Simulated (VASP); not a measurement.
# MgO (Fm-3m) in VASP: notebook

MgO is run at these levels: PBEsol, PBEsol+D3(BJ); tasks: single point.

Program: VASP 6.6.1. These are calculated values, not measurements. Logs are shortened: lines on timing, memory, paths and dates and some standing lists are left out, and cuts for length are marked.

## 1. The cell of the first run

The structure is cubic, space group Fm-3m (No. 225). Conventional cell: a = 4.204 Å, b = 4.204 Å, c = 4.204 Å, α = 90.00°, β = 90.00°, γ = 90.00°. Mg (site symmetry m-3m) has 6 O at 2.10 Å within 2.8 Å. O (site symmetry m-3m) has 6 Mg at 2.10 Å within 2.8 Å.

## 2. Single point, PBEsol

INCAR

```
PREC     = Accurate       # precision mode
ENCUT    = 520            # plane-wave cutoff, eV
EDIFF    = 1E-7           # SCF threshold, eV
ISMEAR   = 0              # smearing method
SIGMA    = 0.01           # smearing width, eV
LREAL    = False          # projectors in reciprocal space
LASPH    = True           # aspherical terms in the spheres
NELM     = 100            # most SCF steps
ALGO     = Normal         # electronic algorithm
ISIF     = 2              # what is computed and relaxed
LWAVE    = False          # write WAVECAR
LCHARG   = True           # write CHGCAR
GGA      = PS             # functional
LELF     = True           # ELF
LVHAR    = True         
NBANDS   = 11             # bands
```

KPOINTS

```
regular mesh
0
Gamma
  8 8 8
```

POSCAR

```
MgO
1.0
    0.0000000000      2.1021674168      2.1021674168
    2.1021674168      0.0000000000      2.1021674168
    2.1021674168      2.1021674168      0.0000000000
Mg O
1 1
Direct
    0.0000000000      0.0000000000      0.0000000000
    0.5000000000      0.5000000000      0.5000000000
```

Potentials or basis: VASP PAW PBE potentials, release 64 (Mg, O).

The run is started by

```sh
> cat potpaw_PBE.64/Mg/POTCAR potpaw_PBE.64/O/POTCAR > POTCAR
> mpirun -np 1 vasp_std > vasp.out
```

OUTCAR:

```text
PREC = Accurate
   ENCUT = 520
   EDIFF = 1E-7
   ISMEAR = 0
   LREAL = False
   LASPH = True
   NELM = 100
   ISIF = 2
   GGA = PS

 ion  position               nearest neighbor table
   1  0.000  0.000  0.000-   2 2.10   2 2.10   2 2.10   2 2.10   2 2.10   2 2.10
   2  0.500  0.500  0.500-   1 2.10   1 2.10   1 2.10   1 2.10   1 2.10   1 2.10

  LATTYP: Found a face centered cubic cell.
 ALAT       =     4.2043348336

  Lattice vectors:

 A1 = (   0.0000000000,   2.1021674168,   2.1021674168)
 A2 = (   2.1021674168,   0.0000000000,   2.1021674168)
 A3 = (   2.1021674168,   2.1021674168,   0.0000000000)

Analysis of symmetry for initial positions (statically):
=====================================================================
 Subroutine PRICEL returns:
 Original cell was already a primitive cell.

 Routine SETGRP: Setting up the symmetry group for a
 face centered cubic supercell.

 Subroutine GETGRP returns: Found 48 space group operations
 (whereof 48 operations were pure point group operations)
 out of a pool of 48 trial point group operations.

The static configuration has the point symmetry O_h .

Analysis of symmetry for dynamics (positions and initial velocities):
=====================================================================
 Subroutine PRICEL returns:
 Original cell was already a primitive cell.

 Routine SETGRP: Setting up the symmetry group for a
 face centered cubic supercell.

 Subroutine GETGRP returns: Found 48 space group operations
 (whereof 48 operations were pure point group operations)
 out of a pool of 48 trial point group operations.

The dynamic configuration has the point symmetry O_h .

 Subroutine INISYM returns: Found 48 space group operations
 (whereof 48 operations are pure point group operations),
 and found     1 'primitive' translations

----------------------------------------------------------------------------------------

                                     Primitive cell

  volume of cell :      18.5794

  direct lattice vectors                    reciprocal lattice vectors
     0.000000000  2.102167417  2.102167417    -0.237849753  0.237849753  0.237849753
     2.102167417  0.000000000  2.102167417     0.237849753 -0.237849753  0.237849753
     2.102167417  2.102167417  0.000000000     0.237849753  0.237849753 -0.237849753

  length of vectors
     2.972913671  2.972913671  2.972913671     0.411967856  0.411967856  0.411967856

  position of ions in fractional coordinates (direct lattice)
     0.000000000  0.000000000  0.000000000
     0.500000000  0.500000000  0.500000000

  ion indices of the primitive-cell ions
   primitive index   ion index
                 1           1
                 2           2

----------------------------------------------------------------------------------------

 KPOINTS: regular mesh

Automatic generation of k-mesh.
 Grid dimensions read from file:
 generate k-points for:    8    8    8

 Generating k-lattice:

  Cartesian coordinates                     Fractional coordinates (reciprocal lattice)
    -0.029731219  0.029731219  0.029731219     0.125000000  0.000000000  0.000000000
     0.029731219 -0.029731219  0.029731219     0.000000000  0.125000000  0.000000000
     0.029731219  0.029731219 -0.029731219     0.000000000  0.000000000  0.125000000

  Length of vectors
     0.051495982  0.051495982  0.051495982

  Shift w.r.t. Gamma in fractional coordinates (k-lattice)
     0.000000000  0.000000000  0.000000000

 Subroutine IBZKPT returns following result:
 ===========================================

 Found     29 irreducible k-points:

 Following reciprocal coordinates:
            Coordinates               Weight
  0.000000  0.000000  0.000000      1.000000
  0.125000  0.000000  0.000000      8.000000
  0.250000  0.000000  0.000000      8.000000
  0.375000  0.000000  0.000000      8.000000
  0.500000  0.000000  0.000000      4.000000
  0.125000  0.125000  0.000000      6.000000
[... 16 lines left out ...]
  0.500000  0.250000  0.125000     48.000000
 -0.375000  0.250000  0.125000     24.000000
 [... further k-points ...]
   k-points           NKPTS =     29   k-points in BZ     NKDIM =     29   number of bands    NBANDS=     11
   number of dos      NEDOS =    301   number of ions     NIONS =      2
   total plane-waves  NPLWV =  13824
   dimension x,y,z NGX =    24 NGY =   24 NGZ =   24
   dimension x,y,z NGXF=    48 NGYF=   48 NGZF=   48
   ions per type =               1   1
   NGX,Y,Z   is equivalent  to a cutoff of  13.42, 13.42, 13.42 a.u.
   NGXF,Y,Z  is equivalent  to a cutoff of  26.84, 26.84, 26.84 a.u.
 SYSTEM =  unknown system
   PREC   = accura    normal or accurate (medium, high low for compatibility)
   ISTART =      0    job   : 0-new  1-cont  2-samecut
   ICHARG =      2    charge: 1-file 2-atom 10-const
   ISPIN  =      1    spin polarized calculation?
   LNONCOLLINEAR =      F non collinear calculations
   LSORBIT =      F    spin-orbit coupling
   LASPH  =      T    aspherical Exc in radial PAW
   ENCUT  =  520.0 eV  38.22 Ry    6.18 a.u.   5.53  5.53  5.53*2*pi/ulx,y,z
   NELM   =    100;   NELMIN=  2; NELMDL= -5     # of ELM steps
   EDIFF  = 0.1E-06   stopping-criterion for ELM
   LREAL  =      F    real-space projection
   EDIFFG = 0.1E-05   stopping-criterion for IOM
   NSW    =      0    number of steps for IOM
   IBRION =     -1    ionic relax: 0-MD 1-quasi-New 2-CG
   NFREE  =      0    steps in history (QN), initial steepest desc. (CG)
   ISIF   =      2    stress and relaxation
   ISYM   =      2    0-nonsym 1-usesym 2-fastsym
   POTIM  = 0.5000    time-step for ionic-motion
   TEBEG  =    0.0;   TEEND  =   0.0 temperature during run
   PSTRESS=    0.0 pullay stress
   NELECT =       8.0000    total number of electrons
   NUPDOWN=      -1.0000    fix difference up-down
   EMIN   =  10.00;   EMAX   =-10.00  energy-range for DOS
   EFERMI =   0.00;   METHOD = LEGACY
   ISMEAR =     0;   SIGMA  =   0.01  broadening in eV -4-tet -1-fermi 0-gaus
   EFERMI_NEDOS =   21; number of points for ismear=-14 and -15
   IALGO  =     38    algorithm
   IMIX   =      4    mixing-type and parameters
     AMIX     =   0.40;   BMIX     =  1.00
     AMIX_MAG =   1.60;   BMIX_MAG =  1.00
  volume/ion in A,a.u.               =       9.29        62.69
  Fermi-wavevector in a.u.,A,eV,Ry     =   1.236216  2.336109 20.792816  1.528229
  Thomas-Fermi vector in A             =   2.370833
   LORBIT       =      0    0 simple, 1 ext, 2 COOP (PROOUT), +10 PAW based schemes
   GGA     = PS    functional components
   LHFCALC =     F    Hartree Fock is set to
   AEXX    =    0.0000 exact exchange contribution
   IVDW    =     0    specifies the selected vdW correction
   LEPSILON=     F    determine dielectric tensor
   LRPA    =     F    only Hartree local field effects (RPA)
 non-spin polarized calculation
 Gauss-broadening in eV      SIGMA  =   0.01
  energy-cutoff  :      520.00
  volume of cell :       18.58
 maximum number of plane-waves:       531
 NGX is ok and might be reduce to    24
   NGX = 11   NGY = 11   NGZ = 11

 number of electron       8.0000004 magnetization

 Free energy of the ion-electron system (eV)
  ---------------------------------------------------
  ext. energy  EPLUGINS =         0.00000000
  ---------------------------------------------------
  free energy    TOTEN  =       -12.51220290 eV

  energy without entropy =      -12.51220290  energy(sigma->0) =      -12.51220290

 E-fermi :   3.1679     XC(G=0): -11.3370

 val. band max:        3.1087371859   @ k =   0.0000   0.0000   0.0000
 cond. band min:       7.7964245755   @ k =   0.0000   0.0000   0.0000
 fundamental gap:      4.6876873897
 Fermi energy:         3.1678965214

 k-point     1 :       0.0000    0.0000    0.0000
  band No.  band energies     occupation
      1     -14.1259      2.00000
      2       3.1087      2.00000
      3       3.1087      2.00000
      4       3.1087      2.00000
      5       7.7964      0.00000
      6      18.7712      0.00000
      7      18.7712      0.00000
      8      18.7712      0.00000
      9      22.6283      0.00000
     10      24.5184      0.00000
     11      24.5184      0.00000

 k-point     2 :       0.1250    0.0000    0.0000
  band No.  band energies     occupation
      1     -13.9576      2.00000
      2       2.1363      2.00000
      3       3.0029      2.00000
      4       3.0029      2.00000
      5       8.7166      0.00000
      6      17.0778      0.00000
      7      19.1359      0.00000
      8      19.1359      0.00000
      9      23.5637      0.00000
     10      23.5637      0.00000
     11      24.8466      0.00000

 k-point     3 :       0.2500    0.0000    0.0000
  band No.  band energies     occupation
      1     -13.5200      2.00000
      2       0.4021      2.00000
      3       2.7593      2.00000
      4       2.7593      2.00000
      5      10.1473      0.00000
      6      15.5565      0.00000
      7      19.6546      0.00000
      8      19.6546      0.00000
      9      23.1634      0.00000
     10      23.1634      0.00000
     11      25.0612      0.00000

 k-point     4 :       0.3750    0.0000    0.0000
  band No.  band energies     occupation
      1     -13.0245      2.00000
      2      -1.0338      2.00000
      3       2.5304      2.00000
      4       2.5304      2.00000
      5      10.8134      0.00000
      6      15.4195      0.00000
      7      19.5049      0.00000
      8      19.5049      0.00000
      9      24.2730      0.00000
     10      24.4636      0.00000
     11      24.4636      0.00000
[... 239 lines left out ...]
 k-point    22 :       0.3750    0.2500    0.1250
  band No.  band energies     occupation
      1     -13.2060      2.00000
      2       0.0384      2.00000
      3       1.9292      2.00000
      4       2.4792      2.00000
      5      11.5654      0.00000
      6      14.4392      0.00000
      7      18.1324      0.00000
      8      20.5855      0.00000
      9      21.1167      0.00000
     10      25.4711      0.00000
     11      28.8856      0.00000

 k-point    23 :       0.5000    0.2500    0.1250
  band No.  band energies     occupation
      1     -12.8153      2.00000
      2      -0.6688      2.00000
      3       1.3401      2.00000
      4       2.2216      2.00000
      5      12.5286      0.00000
      6      14.6559      0.00000
      7      16.9787      0.00000
      8      20.1911      0.00000
      9      22.7006      0.00000
     10      25.4376      0.00000
     11      29.0875      0.00000

 k-point    24 :      -0.3750    0.2500    0.1250
  band No.  band energies     occupation
      1     -12.6412      2.00000
      2      -0.9711      2.00000
      3       1.1282      2.00000
      4       2.1000      2.00000
      5      12.6778      0.00000
      6      15.2401      0.00000
      7      16.5465      0.00000
      8      19.9462      0.00000
      9      23.5489      0.00000
     10      25.1085      0.00000
     11      29.2187      0.00000

 [... further k-points ...]

------------------------ aborting loop because EDIFF is reached ----------------------------------------

  FORCE on cell =-STRESS in cart. coord.  units (eV):
  Direction    XX          YY          ZZ          XY          YZ          ZX
  --------------------------------------------------------------------------------------
  -------------------------------------------------------------------------------------
  Total        0.0726798      0.0726798      0.0726798      0.0000000     -0.0000000      0.0000000
  in kB        6.2674749      6.2674749      6.2674749      0.0000000     -0.0000000      0.0000000
  external PRESSURE =       6.2674749 kB  Pullay stress =       0.0000000 kB

 VOLUME and BASIS-vectors are now :
 -----------------------------------------------------------------------------
  energy-cutoff  :      520.00
  volume of cell :       18.58
      direct lattice vectors                 reciprocal lattice vectors
     0.000000000  2.102167417  2.102167417    -0.237849753  0.237849753  0.237849753
     2.102167417  0.000000000  2.102167417     0.237849753 -0.237849753  0.237849753
     2.102167417  2.102167417  0.000000000     0.237849753  0.237849753 -0.237849753

 POSITION                                       TOTAL-FORCE (eV/Angst)
 -----------------------------------------------------------------------------------
      0.00000      0.00000      0.00000        -0.000000     -0.000000     -0.000000
      2.10217      2.10217      2.10217         0.000000      0.000000      0.000000
 -----------------------------------------------------------------------------------
    total drift:                               -0.000000     -0.000000      0.000000

  FREE ENERGIE OF THE ION-ELECTRON SYSTEM (eV)
  ---------------------------------------------------
  free  energy   TOTEN  =       -12.5122028985 eV

  energy  without entropy=      -12.5122028985  energy(sigma->0) =      -12.51220290
```

It used 11 s of CPU time on 1 thread of AMD EPYC 7R13 Processor (Zen 3), on a shared host.

Results:

| Property | Result |
| --- | --- |
| Free energy | -12.5122 eV |
| Pressure | 0.6 GPa |
| Band gap on the k mesh | 4.69 eV, direct |

Levels at points of the mesh, in eV from the valence-band top:
```tsv
k point	band 2	band 3	band 4	band 5	band 6	band 7
(0.00, 0.00, 0.00)	0.00	0.00	0.00	4.69	15.66	15.66
(0.50, 0.00, 0.00)	-4.70	-0.67	-0.67	7.78	12.57	16.23
(0.50, 0.50, 0.00)	-4.17	-1.37	-1.37	8.93	9.94	13.03
```

Caveat: the PAW data sets were made with another functional, which shifts forces and pressure a little. A hybrid or GW would open this gap; PBEsol tends to underestimate it.

## 3. Single point, PBEsol

INCAR

```
SYSTEM = MgO
ALGO = Normal ; EDIFF = 1E-6
ENCUT = 520 ; GGA = PS
ISIF = 2 ; ISMEAR = 0
LASPH = .TRUE. ; LCHARG = .FALSE.
LREAL = .FALSE. ; LWAVE = .FALSE.
NBANDS = 11 ; NELM = 60
PREC = Accurate ; SIGMA = 0.01
```

KPOINTS

```
k-points
0
G
  8 8 8
  0 0 0
```

POSCAR is that of step 2.

Potentials or basis: VASP PAW PBE potentials, release 64 (Mg, O).

The run is started by

```sh
> cat potpaw_PBE.64/Mg/POTCAR potpaw_PBE.64/O/POTCAR > POTCAR
> mpirun -np 1 vasp_std > vasp.out
```

It used 8.9 s of CPU time on 1 thread of AMD EPYC 7R13 Processor (Zen 3), on a shared host.

The run converged. Its results:

```yaml
Free_energy: -12.5122 eV
Pressure: 0.6 GPa
Band_gap_on_the_k_mesh: 4.69 eV, direct
```

Levels at points of the mesh, in eV from the valence-band top:
```tsv
k point	band 1	band 2	band 3	band 4	band 5	band 6	band 7	band 8	band 9
(0.00, 0.00, 0.00)	-17.23	0.00	0.00	0.00	4.69	15.66	15.66	15.66	19.52
(0.50, 0.00, 0.00)	-15.91	-4.71	-0.67	-0.67	7.78	12.57	16.23	16.23	20.85
(0.50, 0.50, 0.00)	-15.64	-4.17	-1.37	-1.37	8.93	9.94	13.03	18.93	18.93
```

Caveat: the PAW data sets were made with another functional, which shifts forces and pressure a little.

## 4. Single point, PBEsol

INCAR

```
PREC     = Accurate       # precision mode
ENCUT    = 520            # plane-wave cutoff, eV
EDIFF    = 1E-7           # SCF threshold, eV
ISMEAR   = 1              # smearing method
SIGMA    = 0.2            # smearing width, eV
LREAL    = False          # projectors in reciprocal space
LASPH    = True           # aspherical terms in the spheres
NELM     = 80             # most SCF steps
ALGO     = Normal         # electronic algorithm
ISIF     = 2              # what is computed and relaxed
LWAVE    = False          # write WAVECAR
LCHARG   = False          # write CHGCAR
GGA      = PS             # functional
NBANDS   = 11             # bands
```

KPOINTS

```
Automatic mesh
0
Gamma
  8 8 8
```

POSCAR is that of step 3.

The run is started by

```sh
> cat potpaw_PBE.64/Mg/POTCAR potpaw_PBE.64/O/POTCAR > POTCAR
> mpirun -np 1 vasp_std > vasp.out
```

It used 9.6 s of CPU time on 1 thread of AMD EPYC 7R13 Processor (Zen 3), on a shared host.

Results (log left out):

- Free energy: -12.5116 eV
- Pressure: 0.6 GPa
- Band gap on the k mesh: 4.69 eV, direct

Levels at points of the mesh, in eV from the valence-band top:
```
           k point  band 2  band 3  band 4  band 5  band 6  band 7
(0.00, 0.00, 0.00)    0.00    0.00    0.00    4.69   15.66   15.66
(0.50, 0.00, 0.00)   -4.70   -0.67   -0.67    7.78   12.57   16.23
(0.50, 0.50, 0.00)   -4.17   -1.37   -1.37    8.93    9.94   13.03
```

Caveat: the PAW data sets were made with another functional, which shifts forces and pressure a little.

## 5. Single point, PBEsol

INCAR

```
SYSTEM = MgO
PREC = Accurate
ENCUT = 520
EDIFF = 1E-6
ISMEAR = 1
SIGMA = 0.2
LREAL = .False.
LASPH = .True.
NELM = 80
ALGO = Normal
ISIF = 2
LWAVE = .False.
LCHARG = .False.
GGA = PS
NBANDS = 11
```

KPOINTS

```
Automatic mesh
0
Gamma
  8 8 8
  0 0 0
```

POSCAR is that of step 4.

The run is started by

```sh
> cat potpaw_PBE.64/Mg/POTCAR potpaw_PBE.64/O/POTCAR > POTCAR
> mpirun -np 1 vasp_std > vasp.out
```

It used 8.5 s of CPU time on 1 thread of AMD EPYC 7R13 Processor (Zen 3), with other jobs on the host.

It converged, with:

* Free energy: -12.5116 eV
* Pressure: 0.6 GPa
* Band gap on the k mesh: 4.69 eV, direct

Levels at points of the mesh, in eV from the valence-band top:
```
           k point  band 1  band 2  band 3  band 4  band 5  band 6  band 7  band 8  band 9
(0.00, 0.00, 0.00)  -17.23    0.00    0.00    0.00    4.69   15.66   15.66   15.66   19.52
(0.50, 0.00, 0.00)  -15.91   -4.70   -0.67   -0.67    7.78   12.57   16.23   16.23   20.85
(0.50, 0.50, 0.00)  -15.64   -4.17   -1.37   -1.37    8.93    9.94   13.03   18.93   18.93
```

Caveat: the PAW data sets were made with another functional, which shifts forces and pressure a little.

## 6. Single point, PBEsol+D3(BJ)

INCAR

```
ALGO = Normal
EDIFF = 1E-7
ENCUT = 520
GGA = PS
ISIF = 2
ISMEAR = 0
IVDW = 12
LASPH = True
LCHARG = False
LREAL = False
LWAVE = False
NBANDS = 11
NELM = 100
PREC = Accurate
SIGMA = 0.01
```

KPOINTS

```
k-points
0
Gamma
  8 8 8
```

POSCAR is that of step 5.

Potentials or basis: VASP PAW PBE potentials, release 64 (Mg, O).

The run is started by

```sh
> cat potpaw_PBE.64/Mg/POTCAR potpaw_PBE.64/O/POTCAR > POTCAR
> mpirun -np 1 vasp_std > vasp.out
```

It used 9.1 s of CPU time on 1 thread of AMD EPYC 7R13 Processor (Zen 3), on a shared host.

It converged, with:

```yaml
Free_energy: -13.0140 eV
Pressure: -3.8 GPa
Band_gap_on_the_k_mesh: 4.69 eV, direct
Dispersion_energy_per_atom: -0.251 eV
```

Levels at points of the mesh, in eV from the valence-band top:
```
           k point  band 1  band 2  band 3  band 4  band 5  band 6  band 7  band 8
(0.00, 0.00, 0.00)  -17.23    0.00    0.00    0.00    4.69   15.66   15.66   15.66
(0.50, 0.00, 0.00)  -15.91   -4.70   -0.67   -0.67    7.78   12.57   16.23   16.23
(0.50, 0.50, 0.00)  -15.64   -4.17   -1.37   -1.37    8.93    9.94   13.03   18.93
```

Caveat: the PAW data sets were made with another functional, which shifts forces and pressure a little.

## 7. Overview

| level | smearing | gap on the mesh (eV) | pressure (GPa) |
| --- | --- | --- | --- |
| PBEsol | gaussian 0.01 eV | 4.69 | 0.6 |
| PBEsol | methfessel-paxton 0.2 eV | 4.69 | 0.6 |
| PBEsol+D3(BJ) | gaussian 0.01 eV | 4.69 | -3.8 |

Alike in all rows: task single point; potentials or basis VASP PAW PBE potentials, release 64 (Mg, O); no spin polarisation; cell as given; k mesh 8 × 8 × 8; cutoff (eV) 520.

On the cell as given the gap runs from 4.69 eV (PBEsol) to 4.69 eV (PBEsol). The pressure there spans -3.8 GPa (PBEsol+D3(BJ)) to 0.6 GPa (PBEsol); a positive pressure means that this level wants a larger cell, a negative one a smaller.

Caveats: the PAW data sets were made with another functional, which shifts forces and pressure a little.

Absolute energies hang on the potentials; compare differences alone.
